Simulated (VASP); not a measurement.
# CoSn (P6/mmm) in VASP: further runs

CoSn is run at these levels: PBE; tasks: single point.

All numbers are computed with VASP 6.6.1; they aren't measurements. Logs are shortened: lines on timing, memory, paths and dates and some standing lists are left out, and cuts for length are marked.

## (1) The cell of the first run

Symmetry: P6/mmm, No. 191, hexagonal system. The conventional cell has a = 4.873 Å, b = 4.873 Å, c = 4.569 Å, α = 90.00°, β = 90.00°, γ = 120.00°. Within 3.2 Å of Co (site symmetry mmm) lie 6 Sn at 2.44 to 2.68 Å and 4 Co at 2.44 Å. Sn (site symmetry -6m2) has 6 Co at 2.68 Å and 9 Sn at 2.81 to 3.62 Å within 3.7 Å. Within 3.2 Å of Sn (site symmetry 6/mmm) lie 6 Co at 2.44 Å.

## (2) Single point, PBE (strain -0.080 along x and y, +0.080 along z)

INCAR reads:

```
SYSTEM = CoSn
ALGO = Fast
EDIFF = 1E-6
ENCUT = 520
GGA = PE
ISIF = 2
ISMEAR = 0
LASPH = .TRUE.
LCHARG = .TRUE.
LELF = .TRUE.
LREAL = .FALSE.
LVHAR = .TRUE.
LWAVE = .FALSE.
NBANDS = 44
NELM = 60
PREC = Accurate
SIGMA = 0.15
```

KPOINTS reads:

```
k-points
0
G
  12 12 12
  0 0 0
```

POSCAR reads:

```
CoSn
1.0
    4.8728582061      0.0000000000      0.0000000000
   -2.4364291030      4.2200189955      0.0000000000
    0.0000000000      0.0000000000      4.5687106922
Co Sn
3 3
Direct
    0.0000000000      0.5000000000      0.0000000000
    0.5000000000      0.5000000000      0.0000000000
    0.5000000000      0.0000000000      0.0000000000
    0.6666666667      0.3333333333      0.5000000000
    0.3333333333      0.6666666667      0.5000000000
    0.0000000000      0.0000000000      0.0000000000
```

Potentials or basis: VASP PAW PBE potentials, release 64 (Co, Sn_d).

Launch:

```bash
> cat potpaw_PBE.64/Co/POTCAR potpaw_PBE.64/Sn_d/POTCAR > POTCAR
> mpirun -np 1 vasp_std > vasp.out
```

OUTCAR:

```text
SYSTEM = CoSn
   EDIFF = 1E-6
   ENCUT = 520
   GGA = PE
   ISIF = 2
   ISMEAR = 0
   LASPH = .TRUE.
   LREAL = .FALSE.
   NELM = 60
   PREC = Accurate

 ion  position               nearest neighbor table
   1  0.000  0.500  0.000-   6 2.44   6 2.44   2 2.44   2 2.44   3 2.44   3 2.44   5 2.68   5 2.68
                             4 2.68   4 2.68
   2  0.500  0.500  0.000-   3 2.44   3 2.44   1 2.44   1 2.44   6 2.44   6 2.44   5 2.68   5 2.68
                             4 2.68   4 2.68
   3  0.500  0.000  0.000-   2 2.44   2 2.44   6 2.44   6 2.44   1 2.44   1 2.44   5 2.68   5 2.68
                             4 2.68   4 2.68
   4  0.667  0.333  0.500-   3 2.68   3 2.68   1 2.68   1 2.68   2 2.68   2 2.68   5 2.81   5 2.81
                             5 2.81   6 3.62   6 3.62   6 3.62   6 3.62   6 3.62   6 3.62
   5  0.333  0.667  0.500-   3 2.68   3 2.68   1 2.68   1 2.68   2 2.68   2 2.68   4 2.81   4 2.81
                             4 2.81   6 3.62   6 3.62   6 3.62   6 3.62   6 3.62   6 3.62
   6  0.000  0.000  0.000-   1 2.44   1 2.44   3 2.44   3 2.44   2 2.44   2 2.44   5 3.62   4 3.62
                             5 3.62   4 3.62   4 3.62   4 3.62   5 3.62   5 3.62   4 3.62   5 3.62

  LATTYP: Found a hexagonal cell.
 ALAT       =     4.8728582061
 C/A-ratio  =     0.9375833441

  Lattice vectors:

 A1 = (   4.8728582061,   0.0000000000,   0.0000000000)
 A2 = (  -2.4364291030,   4.2200189955,   0.0000000000)
 A3 = (   0.0000000000,   0.0000000000,   4.5687106922)

Analysis of symmetry for initial positions (statically):
=====================================================================
 Subroutine PRICEL returns:
 Original cell was already a primitive cell.

 Routine SETGRP: Setting up the symmetry group for a
 hexagonal supercell.

 Subroutine GETGRP returns: Found 24 space group operations
 (whereof 24 operations were pure point group operations)
 out of a pool of 24 trial point group operations.

The static configuration has the point symmetry D_6h.

Analysis of symmetry for dynamics (positions and initial velocities):
=====================================================================
 Subroutine PRICEL returns:
 Original cell was already a primitive cell.

 Routine SETGRP: Setting up the symmetry group for a
 hexagonal supercell.

 Subroutine GETGRP returns: Found 24 space group operations
 (whereof 24 operations were pure point group operations)
 out of a pool of 24 trial point group operations.

The dynamic configuration has the point symmetry D_6h.

 Subroutine INISYM returns: Found 24 space group operations
 (whereof 24 operations are pure point group operations),
 and found     1 'primitive' translations

----------------------------------------------------------------------------------------

                                     Primitive cell

  volume of cell :      93.9489

  direct lattice vectors                    reciprocal lattice vectors
     4.872858206  0.000000000  0.000000000     0.205218366  0.118482879  0.000000000
    -2.436429103  4.220018996  0.000000000     0.000000000  0.236965758  0.000000000
     0.000000000  0.000000000  4.568710692     0.000000000  0.000000000  0.218880132

  length of vectors
     4.872858206  4.872858206  4.568710692     0.236965758  0.236965758  0.218880132

  position of ions in fractional coordinates (direct lattice)
     0.000000000  0.500000000  0.000000000
     0.500000000  0.500000000  0.000000000
     0.500000000  0.000000000  0.000000000
     0.666666667  0.333333333  0.500000000
     0.333333333  0.666666667  0.500000000
     0.000000000  0.000000000  0.000000000

  ion indices of the primitive-cell ions
   primitive index   ion index
                 1           1
                 2           2
                 3           3
                 4           4
                 5           5
                 6           6

----------------------------------------------------------------------------------------

 KPOINTS: k-points

Automatic generation of k-mesh.
 Grid dimensions read from file:
 generate k-points for:   12   12   12

 Generating k-lattice:

  Cartesian coordinates                     Fractional coordinates (reciprocal lattice)
     0.017101531  0.009873573  0.000000000     0.083333333  0.000000000  0.000000000
     0.000000000  0.019747146  0.000000000     0.000000000  0.083333333  0.000000000
     0.000000000  0.000000000  0.018240011     0.000000000  0.000000000  0.083333333

  Length of vectors
     0.019747146  0.019747146  0.018240011

  Shift w.r.t. Gamma in fractional coordinates (k-lattice)
     0.000000000  0.000000000  0.000000000

 Subroutine IBZKPT returns following result:
 ===========================================

 Found    133 irreducible k-points:

 Following reciprocal coordinates:
            Coordinates               Weight
  0.000000  0.000000  0.000000      1.000000
  0.083333  0.000000  0.000000      6.000000
[... 34 lines left out ...]
   POTIM  = 0.5000    time-step for ionic-motion
   TEBEG  =    0.0;   TEEND  =   0.0 temperature during run
   PSTRESS=    0.0 pullay stress
   NELECT =      69.0000    total number of electrons
   NUPDOWN=      -1.0000    fix difference up-down
   EMIN   =  10.00;   EMAX   =-10.00  energy-range for DOS
   EFERMI =   0.00;   METHOD = LEGACY
   ISMEAR =     0;   SIGMA  =   0.15  broadening in eV -4-tet -1-fermi 0-gaus
   EFERMI_NEDOS =   21; number of points for ismear=-14 and -15
   IALGO  =     68    algorithm
   IMIX   =      4    mixing-type and parameters
     AMIX     =   0.40;   BMIX     =  1.00
     AMIX_MAG =   1.60;   BMIX_MAG =  1.00
  volume/ion in A,a.u.               =      15.66       105.67
  Fermi-wavevector in a.u.,A,eV,Ry     =   1.477046  2.791212 29.683338  2.181664
  Thomas-Fermi vector in A             =   2.591498
   LORBIT       =      0    0 simple, 1 ext, 2 COOP (PROOUT), +10 PAW based schemes
   GGA     = PE    functional components
   LHFCALC =     F    Hartree Fock is set to
   AEXX    =    0.0000 exact exchange contribution
   IVDW    =     0    specifies the selected vdW correction
   LEPSILON=     F    determine dielectric tensor
   LRPA    =     F    only Hartree local field effects (RPA)
 non-spin polarized calculation
 RMM-DIIS sequential band-by-band and
 Gauss-broadening in eV      SIGMA  =   0.15
  energy-cutoff  :      520.00
  volume of cell :       93.95
 maximum number of plane-waves:      2553
   NGX = 19   NGY = 19   NGZ = 17

 number of electron      69.0000007 magnetization

 Free energy of the ion-electron system (eV)
  ---------------------------------------------------
  ext. energy  EPLUGINS =         0.00000000
  ---------------------------------------------------
  free energy    TOTEN  =       -31.67982507 eV

  energy without entropy =      -31.58322464  energy(sigma->0) =      -31.63152485

 E-fermi :  11.1218     XC(G=0): -12.1686

 val. band max:       11.1155565089   @ k =   0.1667   0.0833   0.0000
 cond. band min:      11.1222721771   @ k =   0.2500   0.2500   0.3333
 fundamental gap:      0.0067156683
 Fermi energy:        11.1217536028

 k-point     1 :       0.0000    0.0000    0.0000
  band No.  band energies     occupation
      1     -10.6185      2.00000
      2     -10.6185      2.00000
      3     -10.5210      2.00000
      4     -10.4603      2.00000
      5     -10.4603      2.00000
      6     -10.4129      2.00000
[... 36 lines left out ...]
     43      16.4242      0.00000
     44      17.1823      0.00000

 k-point     2 :       0.0833    0.0000    0.0000
  band No.  band energies     occupation
      1     -10.6311      2.00000
      2     -10.6269      2.00000
      3     -10.5263      2.00000
      4     -10.4631      2.00000
      5     -10.4597      2.00000
      6     -10.3993      2.00000
[... 36 lines left out ...]
     43      16.2447      0.00000
     44      16.4473      0.00000

 k-point     3 :       0.1667    0.0000    0.0000
  band No.  band energies     occupation
      1     -10.6596      2.00000
      2     -10.6494      2.00000
      3     -10.5324      2.00000
      4     -10.4700      2.00000
      5     -10.4570      2.00000
      6     -10.3715      2.00000
[... 976 lines left out ...]
     43      15.7149      0.00000
     44      16.5498      0.00000

 k-point    24 :       0.3333    0.0000    0.0833
  band No.  band energies     occupation
      1     -10.7165      2.00000
      2     -10.7027      2.00000
      3     -10.5315      2.00000
      4     -10.4863      2.00000
      5     -10.4402      2.00000
      6     -10.3317      2.00000
[... 36 lines left out ...]
     43      16.4971      0.00000
     44      17.0121      0.00000

 [... further k-points ...]

------------------------ aborting loop because EDIFF is reached ----------------------------------------

  FORCE on cell =-STRESS in cart. coord.  units (eV):
  Direction    XX          YY          ZZ          XY          YZ          ZX
  --------------------------------------------------------------------------------------
  -------------------------------------------------------------------------------------
  Total       18.7165711     18.7165711     -3.7901491      0.0000000      0.0000000     -0.0000000
  in kB      319.1868814    319.1868814    -64.6360851      0.0000000      0.0000000     -0.0000000
  external PRESSURE =     191.2458926 kB  Pullay stress =       0.0000000 kB

 VOLUME and BASIS-vectors are now :
 -----------------------------------------------------------------------------
  energy-cutoff  :      520.00
  volume of cell :       93.95
      direct lattice vectors                 reciprocal lattice vectors
     4.872858206  0.000000000  0.000000000     0.205218366  0.118482879  0.000000000
    -2.436429103  4.220018996  0.000000000     0.000000000  0.236965758  0.000000000
     0.000000000  0.000000000  4.568710692     0.000000000  0.000000000  0.218880132

 POSITION                                       TOTAL-FORCE (eV/Angst)
 -----------------------------------------------------------------------------------
     -1.21821      2.11001      0.00000        -0.000000      0.000000      0.000000
      1.21821      2.11001      0.00000        -0.000000      0.000000      0.000000
      2.43643      0.00000      0.00000        -0.000000      0.000000      0.000000
      2.43643      1.40667      2.28436         0.000000     -0.000000      0.000000
     -0.00000      2.81335      2.28436        -0.000000      0.000000      0.000000
      0.00000      0.00000      0.00000        -0.000000      0.000000      0.000000
 -----------------------------------------------------------------------------------
    total drift:                                0.000000      0.000000     -0.000000

  FREE ENERGIE OF THE ION-ELECTRON SYSTEM (eV)
  ---------------------------------------------------
  free  energy   TOTEN  =       -31.6798250689 eV

  energy  without entropy=      -31.5832246406  energy(sigma->0) =      -31.63152485
```

Wall time 9.5 min (1 thread of Intel Xeon Platinum 8375C at 2.90GHz (Ice Lake), shared host); peak memory 0.52 GiB.

What came out:

| Quantity | Value |
| --- | --- |
| Free energy | -31.6798 eV |
| Pressure | 19.1 GPa |
| Band gap on the k mesh | zero (an odd number of electrons rules out a gap without spin polarisation) |

Levels at points of the mesh, in eV from the Fermi level:
```csv
k point,band 31,band 32,band 33,band 34,band 35,band 36,band 37,band 38,band 39,band 40
"(0.00, 0.00, 0.00)",-0.40,-0.38,-0.10,-0.10,0.56,0.92,1.38,1.38,2.43,3.53
"(0.50, 0.00, 0.00)",-0.66,-0.35,-0.15,0.51,0.89,1.03,1.38,1.38,3.11,3.83
"(0.00, 0.00, 0.50)",-1.01,-0.40,-0.33,-0.33,-0.13,-0.13,0.35,0.92,0.92,2.68
"(0.50, 0.00, 0.50)",-1.04,-0.99,-0.65,-0.34,-0.20,0.06,0.50,1.85,4.65,6.40
```

Caveat: the cell differs from its parent crystal (strain -0.080 along x and y, +0.080 along z); the cell stands under pressure; spin-orbit coupling is left out, which moves the levels of the heavy elements; the run has no spin polarisation, though such a crystal can be magnetic.

## (3) Single point, PBE (strain +0.000 along x and y, -0.080 along z)

INCAR reads:

```
PREC = Accurate
ENCUT = 520
EDIFF = 1E-6
ISMEAR = 0
SIGMA = 0.15
LREAL = False
LASPH = True
NELM = 100
ALGO = Fast
ISIF = 2
LWAVE = False
LCHARG = False
GGA = PE
NBANDS = 44
```

KPOINTS reads:

```
Automatic mesh
0
Gamma
  12 12 12
```

POSCAR, as its differences from that of step 2:

```diff
@@ -2,5 +2,5 @@
 1.0
-    4.8728582061      0.0000000000      0.0000000000
-   -2.4364291030      4.2200189955      0.0000000000
-    0.0000000000      0.0000000000      4.5687106922
+    5.2965850066      0.0000000000      0.0000000000
+   -2.6482925033      4.5869771690      0.0000000000
+    0.0000000000      0.0000000000      3.8918646638
 Co Sn
```

Potentials or basis: VASP PAW PBE potentials, release 64 (Co, Sn_d).

Launch:

```bash
> cat potpaw_PBE.64/Co/POTCAR potpaw_PBE.64/Sn_d/POTCAR > POTCAR
> mpirun -np 1 vasp_std > vasp.out
```

It took 11 min on 1 thread of Intel Xeon Platinum 8375C at 2.90GHz (Ice Lake), shared host; peak memory 0.53 GiB.

It converged, with:

```yaml
Free_energy: -32.6164 eV
Pressure: 14.1 GPa
Band_gap_on_the_k_mesh: zero (an odd number of electrons rules out a gap without spin polarisation)
```

Stress tensor (GPa, compression positive):
```
 7.45  0.00  0.00
 0.00  7.45  0.00
 0.00  0.00 27.33
```

Levels at points of the mesh, in eV from the Fermi level:
| k point | band 30 | band 31 | band 32 | band 33 | band 34 | band 35 | band 36 | band 37 | band 38 | band 39 |
| --- | --- | --- | --- | --- | --- | --- | --- | --- | --- | --- |
| (0.00, 0.00, 0.00) | -0.73 | -0.73 | -0.72 | -0.72 | -0.68 | 0.22 | 0.44 | 1.32 | 1.32 | 3.97 |
| (0.50, 0.00, 0.00) | -1.17 | -0.91 | -0.75 | -0.72 | 0.47 | 1.49 | 1.74 | 2.31 | 3.09 | 3.50 |
| (0.00, 0.00, 0.50) | -1.05 | -1.05 | -0.87 | -0.87 | -0.78 | -0.67 | -0.67 | -0.59 | 0.22 | 1.50 |
| (0.50, 0.00, 0.50) | -1.36 | -1.07 | -0.83 | -0.81 | -0.69 | -0.53 | -0.35 | 0.22 | 1.02 | 4.22 |

Caveat: the cell differs from its parent crystal (strain +0.000 along x and y, -0.080 along z); the cell stands under pressure; spin-orbit coupling is left out, which moves the levels of the heavy elements; the run has no spin polarisation, though such a crystal can be magnetic. Spin polarisation is off, so any magnetic state and its effect on volume and gap are missing.

## (4) Single point, PBE (strain +0.080 along x and y, -0.080 along z)

INCAR, as its differences from that of step 3:

```diff
@@ -7,3 +7,3 @@
 LASPH = True
-NELM = 100
+NELM = 80
 ALGO = Fast
```

KPOINTS is that of step 3.

POSCAR, as its differences from that of step 3:

```diff
@@ -2,4 +2,4 @@
 1.0
-    5.2965850066      0.0000000000      0.0000000000
-   -2.6482925033      4.5869771690      0.0000000000
+    5.7203118071      0.0000000000      0.0000000000
+   -2.8601559036      4.9539353425      0.0000000000
     0.0000000000      0.0000000000      3.8918646638
```

Launch:

```bash
> cat potpaw_PBE.64/Co/POTCAR potpaw_PBE.64/Sn_d/POTCAR > POTCAR
> mpirun -np 1 vasp_std > vasp.out
```

Run time: 8.5 min. Hardware: 1 thread of AMD EPYC 9R45 (Zen 5), shared host; peak memory 0.58 GiB.

The run converged. Its results:

```yaml
Free_energy: -32.2487 eV
Pressure: -4.7 GPa
Band_gap_on_the_k_mesh: zero (an odd number of electrons rules out a gap without spin polarisation)
```

Stress tensor (GPa, compression positive):
```
-11.44   0.00   0.00
  0.00 -11.44   0.00
  0.00   0.00   8.72
```

Levels at points of the mesh, in eV from the Fermi level:
| k point | band 32 | band 33 | band 34 | band 35 | band 36 | band 37 |
| --- | --- | --- | --- | --- | --- | --- |
| (0.00, 0.00, 0.00) | -0.67 | -0.67 | -0.57 | -0.01 | 0.01 | 0.90 |
| (0.50, 0.00, 0.00) | -0.71 | -0.66 | 0.21 | 0.85 | 1.76 | 2.12 |
| (0.00, 0.00, 0.50) | -0.82 | -0.82 | -0.70 | -0.68 | -0.63 | -0.63 |
| (0.50, 0.00, 0.50) | -0.77 | -0.69 | -0.65 | -0.41 | -0.39 | 0.07 |

Caveat: the cell differs from its parent crystal (strain +0.080 along x and y, -0.080 along z); the cell stands under tension; spin-orbit coupling is left out, which moves the levels of the heavy elements; the run has no spin polarisation, though such a crystal can be magnetic.

## (5) Single point, PBE (strain +0.000 along x and y, +0.080 along z)

INCAR reads:

```
SYSTEM = CoSn
PREC = Accurate
ENCUT = 520
EDIFF = 1E-6
ISMEAR = 0
SIGMA = 0.15
LREAL = .False.
LASPH = .True.
NELM = 80
ALGO = Fast
ISIF = 2
LWAVE = .False.
LCHARG = .False.
GGA = PE
NBANDS = 44
```

KPOINTS reads:

```
regular mesh
0
Gamma
  12 12 12
  0 0 0
```

POSCAR, as its differences from that of step 4:

```diff
@@ -2,5 +2,5 @@
 1.0
-    5.7203118071      0.0000000000      0.0000000000
-   -2.8601559036      4.9539353425      0.0000000000
-    0.0000000000      0.0000000000      3.8918646638
+    5.2965850066      0.0000000000      0.0000000000
+   -2.6482925033      4.5869771690      0.0000000000
+    0.0000000000      0.0000000000      4.5687106922
 Co Sn
```

Launch:

```bash
> cat potpaw_PBE.64/Co/POTCAR potpaw_PBE.64/Sn_d/POTCAR > POTCAR
> mpirun -np 1 vasp_std > vasp.out
```

Wall time 7.8 min (1 thread of AMD EPYC 9R45 (Zen 5), shared host); peak memory 0.56 GiB.

Results (log left out):

```
Free energy            : -32.8510 eV
Pressure               : -7.4 GPa
Band gap on the k mesh : zero (an odd number of electrons rules out a gap without spin polarisation)
```

Stress tensor (GPa, compression positive):
```
 -3.93   0.00   0.00
  0.00  -3.93   0.00
  0.00   0.00 -14.43
```

Levels at points of the mesh, in eV from the Fermi level:
```csv
k point,band 32,band 33,band 34,band 35,band 36,band 37
"(0.00, 0.00, 0.00)",-0.34,-0.22,-0.22,0.45,0.58,1.20
"(0.50, 0.00, 0.00)",-0.30,-0.24,0.67,0.73,1.25,1.41
"(0.00, 0.00, 0.50)",-0.36,-0.31,-0.31,-0.26,-0.26,0.19
"(0.50, 0.00, 0.50)",-0.68,-0.43,-0.30,-0.29,-0.10,0.46
```

Caveat: the cell differs from its parent crystal (strain +0.000 along x and y, +0.080 along z); the cell stands under tension; spin-orbit coupling is left out, which moves the levels of the heavy elements; the run has no spin polarisation, though such a crystal can be magnetic. Spin polarisation is off, so any magnetic state and its effect on volume and gap are missing.

## (6) The runs side by side

| cell | gap on the mesh (eV) | pressure (GPa) |
| --- | --- | --- |
| a = 4.873, b = 4.873, c = 4.569 Å, angles 90.0, 90.0, 120.0°, 6 atoms | none | 19.1 |
| a = 5.297, b = 5.297, c = 3.892 Å, angles 90.0, 90.0, 120.0°, 6 atoms | none | 14.1 |
| a = 5.720, b = 5.720, c = 3.892 Å, angles 90.0, 90.0, 120.0°, 6 atoms | none | -4.7 |
| a = 5.297, b = 5.297, c = 4.569 Å, angles 90.0, 90.0, 120.0°, 6 atoms | none | -7.4 |

Alike in all rows: task single point; level PBE; potentials or basis VASP PAW PBE potentials, release 64 (Co, Sn_d); no spin polarisation; k mesh 12 × 12 × 12; cutoff (eV) 520; smearing gaussian 0.15 eV.

Caveats: spin-orbit coupling is left out, which moves the levels of the heavy elements; the run has no spin polarisation, though such a crystal can be magnetic; the cell stands under pressure (at least some runs); the cell stands under tension (at least some runs).

Total energies depend on the potentials used, so only differences within one code and one set of settings carry meaning.
